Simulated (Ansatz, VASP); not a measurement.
One calculation of SiO2, two programs

```xyz
3
Lattice="0.0000 2.2641 2.2641 2.2641 0.0000 2.2641 2.2641 2.2641 0.0000" Properties=species:S:1:pos:R:3 pbc="T T T"
Si    0.0000    0.0000    0.0000
O     1.1321    1.1321    1.1321
O     3.3962    3.3962    3.3962
```

Alike in both runs: functional r2SCAN; k mesh 10 × 10 × 10; occupations gaussian, width 0.02 eV; no spin polarisation.

Ansatz relaxed the structure, and its values are those at the end. VASP's run is a single point on that final structure, the one shown.

```csv
,VASP,Ansatz
version,VASP 6.6.1,Ansatz 0.2.0
potentials or method,"VASP PAW PBE potentials, release 64 (Si, O), cutoff 520 eV","scalar-relativistic, plane waves, PAW"
valence electrons in the cell,16,16
```

Ansatz gave:

- gap on the k mesh at the Fermi level (eV): 2.71
- least direct gap on the mesh (eV): 2.71
- pressure (GPa): 0.0

Task: What did VASP give for the same quantities?

Result: gap on the k mesh at the Fermi level (eV): 2.68; least direct gap on the mesh (eV): 2.68; pressure (GPa): 0.6.

VASP's potentials were made for PBE, not for r2SCAN. With one functional, cell and mesh, what is left measures potentials, basis and numerics.
